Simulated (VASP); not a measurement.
# Be2C (Fm-3m) in VASP: a series of runs

Be2C is run at these levels: PBE; tasks: single point.

Everything below comes from runs of VASP 6.6.1. Logs are shortened: lines on timing, memory, paths and dates and some standing lists are left out, and cuts for length are marked.

## Step 1: The cell of the first run

It takes space group Fm-3m (No. 225, cubic). Conventional cell: a = 4.330 Å, b = 4.330 Å, c = 4.330 Å, α = 90.00°, β = 90.00°, γ = 90.00°. Be (site symmetry -43m) has 4 C at 1.87 Å and 6 Be at 2.17 Å within 2.5 Å. Within 2.5 Å of C (site symmetry m-3m) lie 8 Be at 1.87 Å.

## Step 2: Single point, PBE

Contents of INCAR:

```
SYSTEM = Be2C
  ALGO = Normal
  EDIFF = 1E-6
  ENCUT = 600
  GGA = PE
  GGA_COMPAT = .FALSE.
  ISIF = 2
  ISMEAR = -1
  LASPH = .TRUE.
  LCHARG = .FALSE.
  LREAL = .FALSE.
  LWAVE = .FALSE.
  NBANDS = 11
  NELM = 120
  PREC = Accurate
  SIGMA = 0.001
```

Contents of KPOINTS:

```
k-points
0
G
  14 14 14
  0 0 0
```

Contents of POSCAR:

```
Be2C
1.0
    0.0000000000      2.1650000000      2.1650000000
    2.1650000000      0.0000000000      2.1650000000
    2.1650000000      2.1650000000      0.0000000000
Be C
2 1
Direct
    0.2500000000      0.2500000000      0.2500000000
    0.7500000000      0.7500000000      0.7500000000
    0.0000000000      0.0000000000      0.0000000000
```

Potentials or basis: VASP PAW PBE potentials, release 64 (Be, C).

On the command line:

```
$ cat potpaw_PBE.64/Be/POTCAR potpaw_PBE.64/C/POTCAR > POTCAR
$ mpirun -np 1 vasp_std > vasp.out
```

OUTCAR:

```text
SYSTEM = Be2C
   EDIFF = 1E-6
   ENCUT = 600
   GGA = PE
   ISIF = 2
   ISMEAR = -1
   LASPH = .TRUE.
   LREAL = .FALSE.
   NELM = 120
   PREC = Accurate

 ion  position               nearest neighbor table
   1  0.250  0.250  0.250-   3 1.87   3 1.87   3 1.87   3 1.87   2 2.17   2 2.17   2 2.17   2 2.17
                             2 2.17   2 2.17
   2  0.750  0.750  0.750-   3 1.87   3 1.87   3 1.87   3 1.87   1 2.17   1 2.17   1 2.17   1 2.17
                             1 2.17   1 2.17
   3  0.000  0.000  0.000-   2 1.87   2 1.87   2 1.87   1 1.87   2 1.87   1 1.87   1 1.87   1 1.87

  LATTYP: Found a face centered cubic cell.
 ALAT       =     4.3300000000

  Lattice vectors:

 A1 = (   0.0000000000,   2.1650000000,   2.1650000000)
 A2 = (   2.1650000000,   0.0000000000,   2.1650000000)
 A3 = (   2.1650000000,   2.1650000000,   0.0000000000)

Analysis of symmetry for initial positions (statically):
=====================================================================
 Subroutine PRICEL returns:
 Original cell was already a primitive cell.

 Routine SETGRP: Setting up the symmetry group for a
 face centered cubic supercell.

 Subroutine GETGRP returns: Found 48 space group operations
 (whereof 48 operations were pure point group operations)
 out of a pool of 48 trial point group operations.

The static configuration has the point symmetry O_h .

Analysis of symmetry for dynamics (positions and initial velocities):
=====================================================================
 Subroutine PRICEL returns:
 Original cell was already a primitive cell.

 Routine SETGRP: Setting up the symmetry group for a
 face centered cubic supercell.

 Subroutine GETGRP returns: Found 48 space group operations
 (whereof 48 operations were pure point group operations)
 out of a pool of 48 trial point group operations.

The dynamic configuration has the point symmetry O_h .

 Subroutine INISYM returns: Found 48 space group operations
 (whereof 48 operations are pure point group operations),
 and found     1 'primitive' translations

----------------------------------------------------------------------------------------

                                     Primitive cell

  volume of cell :      20.2957

  direct lattice vectors                    reciprocal lattice vectors
     0.000000000  2.165000000  2.165000000    -0.230946882  0.230946882  0.230946882
     2.165000000  0.000000000  2.165000000     0.230946882 -0.230946882  0.230946882
     2.165000000  2.165000000  0.000000000     0.230946882  0.230946882 -0.230946882

  length of vectors
     3.061772363  3.061772363  3.061772363     0.400011734  0.400011734  0.400011734

  position of ions in fractional coordinates (direct lattice)
     0.250000000  0.250000000  0.250000000
     0.750000000  0.750000000  0.750000000
     0.000000000  0.000000000  0.000000000

  ion indices of the primitive-cell ions
   primitive index   ion index
                 1           1
                 2           2
                 3           3

----------------------------------------------------------------------------------------

 KPOINTS: k-points

Automatic generation of k-mesh.
 Grid dimensions read from file:
 generate k-points for:   14   14   14

 Generating k-lattice:

  Cartesian coordinates                     Fractional coordinates (reciprocal lattice)
    -0.016496206  0.016496206  0.016496206     0.071428571  0.000000000  0.000000000
     0.016496206 -0.016496206  0.016496206     0.000000000  0.071428571  0.000000000
     0.016496206  0.016496206 -0.016496206     0.000000000  0.000000000  0.071428571

  Length of vectors
     0.028572267  0.028572267  0.028572267

  Shift w.r.t. Gamma in fractional coordinates (k-lattice)
     0.000000000  0.000000000  0.000000000

 Subroutine IBZKPT returns following result:
 ===========================================

 Found    104 irreducible k-points:

 Following reciprocal coordinates:
            Coordinates               Weight
  0.000000  0.000000  0.000000      1.000000
  0.071429  0.000000  0.000000      8.000000
  0.142857  0.000000  0.000000      8.000000
  0.214286  0.000000  0.000000      8.000000
  0.285714  0.000000  0.000000      8.000000
  0.357143  0.000000  0.000000      8.000000
[... 16 lines left out ...]
  0.214286  0.142857  0.000000     24.000000
  0.285714  0.142857  0.000000     24.000000
 [... further k-points ...]
   k-points           NKPTS =    104   k-points in BZ     NKDIM =    104   number of bands    NBANDS=     11
   number of dos      NEDOS =    301   number of ions     NIONS =      3
   total plane-waves  NPLWV =  13824
   dimension x,y,z NGX =    24 NGY =   24 NGZ =   24
   dimension x,y,z NGXF=    48 NGYF=   48 NGZF=   48
   ions per type =               2   1
   NGX,Y,Z   is equivalent  to a cutoff of  13.03, 13.03, 13.03 a.u.
   NGXF,Y,Z  is equivalent  to a cutoff of  26.06, 26.06, 26.06 a.u.
 SYSTEM =  Be2C
   PREC   = accura    normal or accurate (medium, high low for compatibility)
   ISTART =      0    job   : 0-new  1-cont  2-samecut
   ICHARG =      2    charge: 1-file 2-atom 10-const
   ISPIN  =      1    spin polarized calculation?
   LNONCOLLINEAR =      F non collinear calculations
   LSORBIT =      F    spin-orbit coupling
   LASPH  =      T    aspherical Exc in radial PAW
   ENCUT  =  600.0 eV  44.10 Ry    6.64 a.u.   6.12  6.12  6.12*2*pi/ulx,y,z
   NELM   =    120;   NELMIN=  2; NELMDL= -5     # of ELM steps
   EDIFF  = 0.1E-05   stopping-criterion for ELM
   LREAL  =      F    real-space projection
   EDIFFG = 0.1E-04   stopping-criterion for IOM
   NSW    =      0    number of steps for IOM
   IBRION =     -1    ionic relax: 0-MD 1-quasi-New 2-CG
   NFREE  =      0    steps in history (QN), initial steepest desc. (CG)
   ISIF   =      2    stress and relaxation
   ISYM   =      2    0-nonsym 1-usesym 2-fastsym
   POTIM  = 0.5000    time-step for ionic-motion
   TEBEG  =    0.0;   TEEND  =   0.0 temperature during run
   PSTRESS=    0.0 pullay stress
   NELECT =       8.0000    total number of electrons
   NUPDOWN=      -1.0000    fix difference up-down
   EMIN   =  10.00;   EMAX   =-10.00  energy-range for DOS
   EFERMI =   0.00;   METHOD = LEGACY
   ISMEAR =    -1;   SIGMA  =   0.00  broadening in eV -4-tet -1-fermi 0-gaus
   EFERMI_NEDOS =   21; number of points for ismear=-14 and -15
   IALGO  =     38    algorithm
   IMIX   =      4    mixing-type and parameters
     AMIX     =   0.40;   BMIX     =  1.00
     AMIX_MAG =   1.60;   BMIX_MAG =  1.00
  volume/ion in A,a.u.               =       6.77        45.65
  Fermi-wavevector in a.u.,A,eV,Ry     =   1.200338  2.268310 19.603432  1.440812
  Thomas-Fermi vector in A             =   2.336177
   LORBIT       =      0    0 simple, 1 ext, 2 COOP (PROOUT), +10 PAW based schemes
   GGA     = PE    functional components
   LHFCALC =     F    Hartree Fock is set to
   AEXX    =    0.0000 exact exchange contribution
   IVDW    =     0    specifies the selected vdW correction
   LEPSILON=     F    determine dielectric tensor
   LRPA    =     F    only Hartree local field effects (RPA)
 non-spin polarized calculation
  energy-cutoff  :      600.00
  volume of cell :       20.30
 maximum number of plane-waves:       700
   NGX = 13   NGY = 13   NGZ = 13

 number of electron       8.0000000 magnetization

 Free energy of the ion-electron system (eV)
  ---------------------------------------------------
  ext. energy  EPLUGINS =         0.00000000
  ---------------------------------------------------
  free energy    TOTEN  =       -17.45703999 eV

  energy without entropy =      -17.45703999  energy(sigma->0) =      -17.45703999

 E-fermi :   7.8116     XC(G=0): -11.4363

 val. band max:        7.7233750885   @ k =   0.0000   0.0000   0.0000
 cond. band min:       8.8808339553   @ k =   0.5000   0.5000   0.0000
 fundamental gap:      1.1574588668
 Fermi energy:         7.8116235048

 k-point     1 :       0.0000    0.0000    0.0000
  band No.  band energies     occupation
      1      -7.3122      2.00000
      2       7.7234      2.00000
      3       7.7234      2.00000
      4       7.7234      2.00000
      5      11.8506      0.00000
      6      11.8506      0.00000
      7      11.8506      0.00000
      8      14.4677      0.00000
      9      20.8883      0.00000
     10      20.8883      0.00000
     11      20.8883      0.00000

 k-point     2 :       0.0714    0.0000    0.0000
  band No.  band energies     occupation
      1      -7.2308      2.00000
      2       6.9727      2.00000
      3       7.5573      2.00000
      4       7.5573      2.00000
      5      12.0929      0.00000
      6      12.0929      0.00000
      7      12.3521      0.00000
      8      14.6613      0.00000
      9      20.2405      0.00000
     10      20.2405      0.00000
     11      21.0843      0.00000

 k-point     3 :       0.1429    0.0000    0.0000
  band No.  band energies     occupation
      1      -6.9877      2.00000
      2       5.4308      2.00000
      3       7.1752      2.00000
      4       7.1752      2.00000
      5      12.6371      0.00000
      6      12.6371      0.00000
      7      13.1177      0.00000
      8      15.2370      0.00000
      9      19.3075      0.00000
     10      19.3075      0.00000
     11      21.6587      0.00000

 k-point     4 :       0.2143    0.0000    0.0000
  band No.  band energies     occupation
      1      -6.5884      2.00000
      2       3.7306      2.00000
      3       6.7522      2.00000
      4       6.7522      2.00000
      5      13.1040      0.00000
      6      13.1040      0.00000
      7      13.6706      0.00000
      8      15.9900      0.00000
      9      18.9027      0.00000
     10      18.9027      0.00000
     11      22.5134      0.00000

 k-point     5 :       0.2857    0.0000    0.0000
  band No.  band energies     occupation
      1      -6.0472      2.00000
      2       2.0907      2.00000
      3       6.3853      2.00000
      4       6.3853      2.00000
      5      13.2048      0.00000
      6      13.2048      0.00000
      7      14.0881      0.00000
      8      16.6489      0.00000
      9      19.3173      0.00000
     10      19.3173      0.00000
     11      23.4108      0.00000
[... 211 lines left out ...]
 k-point    21 :      -0.0714    0.0714    0.0000
  band No.  band energies     occupation
      1      -7.0955      2.00000
      2       6.2932      2.00000
      3       6.7517      2.00000
      4       7.6173      2.00000
      5      12.1613      0.00000
      6      12.7631      0.00000
      7      12.8766      0.00000
      8      14.8985      0.00000
      9      18.9451      0.00000
     10      20.4667      0.00000
     11      21.4690      0.00000

 k-point    22 :       0.1429    0.1429    0.0000
  band No.  band energies     occupation
      1      -6.8812      2.00000
      2       6.1391      2.00000
      3       6.1391      2.00000
      4       6.4281      2.00000
      5      12.1348      0.00000
      6      13.8477      0.00000
      7      13.8477      0.00000
      8      14.2837      0.00000
      9      18.2593      0.00000
     10      22.0701      0.00000
     11      22.0701      0.00000

 k-point    23 :       0.2143    0.1429    0.0000
  band No.  band energies     occupation
      1      -6.5897      2.00000
      2       4.8238      2.00000
      3       5.6347      2.00000
      4       6.3237      2.00000
      5      12.4361      0.00000
      6      13.7509      0.00000
      7      14.5339      0.00000
      8      14.5981      0.00000
      9      18.5001      0.00000
     10      22.0320      0.00000
     11      22.7611      0.00000

 k-point    24 :       0.2857    0.1429    0.0000
  band No.  band energies     occupation
      1      -6.1488      2.00000
      2       3.2644      2.00000
      3       5.2557      2.00000
      4       6.0552      2.00000
      5      12.6325      0.00000
      6      13.8912      0.00000
      7      14.9226      0.00000
      8      15.1540      0.00000
      9      19.0480      0.00000
     10      21.9138      0.00000
     11      23.5508      0.00000

 [... further k-points ...]
[... 5 lines left out ...]
  --------------------------------------------------------------------------------------
  -------------------------------------------------------------------------------------
  Total        0.0048275      0.0048275      0.0048275     -0.0000000     -0.0000000      0.0000000
  in kB        0.3810933      0.3810933      0.3810933     -0.0000000     -0.0000000      0.0000000
  external PRESSURE =       0.3810933 kB  Pullay stress =       0.0000000 kB

 VOLUME and BASIS-vectors are now :
 -----------------------------------------------------------------------------
  energy-cutoff  :      600.00
  volume of cell :       20.30
      direct lattice vectors                 reciprocal lattice vectors
     0.000000000  2.165000000  2.165000000    -0.230946882  0.230946882  0.230946882
     2.165000000  0.000000000  2.165000000     0.230946882 -0.230946882  0.230946882
     2.165000000  2.165000000  0.000000000     0.230946882  0.230946882 -0.230946882

 POSITION                                       TOTAL-FORCE (eV/Angst)
 -----------------------------------------------------------------------------------
      1.08250      1.08250      1.08250         0.000000      0.000000      0.000000
      3.24750      3.24750      3.24750         0.000000     -0.000000      0.000000
      0.00000      0.00000      0.00000        -0.000000     -0.000000     -0.000000
 -----------------------------------------------------------------------------------
    total drift:                               -0.000000      0.000000      0.000000

  FREE ENERGIE OF THE ION-ELECTRON SYSTEM (eV)
  ---------------------------------------------------
  free  energy   TOTEN  =       -17.4570399886 eV

  energy  without entropy=      -17.4570399886  energy(sigma->0) =      -17.45703999
```

Run time: 6.7 s. Hardware: 1 thread of Intel Xeon 6975P-C (Granite Rapids), shared host; peak memory 0.15 GiB.

What came out:

```
Free energy            : -17.4570 eV
Pressure               : 0.0 GPa
Band gap on the k mesh : 1.16 eV, indirect (least direct gap 4.13 eV)
```

A k mesh can miss the band edges. As with any semilocal functional, this PBE gap is likely too small.

## Step 3: Single point, PBE

Contents of INCAR:

```
SYSTEM = Be2C
PREC = Accurate
ENCUT = 600
EDIFF = 1E-6
ISMEAR = -1
SIGMA = 0.08
LREAL = .FALSE.
LASPH = .TRUE.
NELM = 120
ALGO = Normal
ISIF = 2
LWAVE = .FALSE.
LCHARG = .TRUE.
GGA = PE
LELF = .TRUE.
LVHAR = .TRUE.
NBANDS = 11
GGA_COMPAT = .FALSE.
```

Contents of KPOINTS:

```
regular mesh
0
G
  14 14 14
  0 0 0
```

POSCAR is that of step 2.

Potentials or basis: VASP PAW PBE potentials, release 64 (Be, C).

On the command line:

```
$ cat potpaw_PBE.64/Be/POTCAR potpaw_PBE.64/C/POTCAR > POTCAR
$ mpirun -np 1 vasp_std > vasp.out
```

Wall time 15 s (1 thread of Intel Xeon 6975P-C, shared host); peak memory 0.15 GiB.

The run converged. Its results:

| Property | Result |
| --- | --- |
| Free energy | -17.4570 eV |
| Pressure | 0.0 GPa |
| Band gap on the k mesh | 1.16 eV, indirect (least direct gap 4.13 eV) |

Levels at points of the mesh, in eV from the valence-band top:
```csv
k point,band 2,band 3,band 4,band 5,band 6,band 7
"(0.00, 0.00, 0.00)",0.00,0.00,0.00,4.13,4.13,4.13
"(0.50, 0.00, 0.00)",-8.72,-1.83,-1.83,5.00,5.00,7.00
"(0.50, 0.50, 0.00)",-6.77,-4.72,-4.72,1.16,5.72,13.24
```
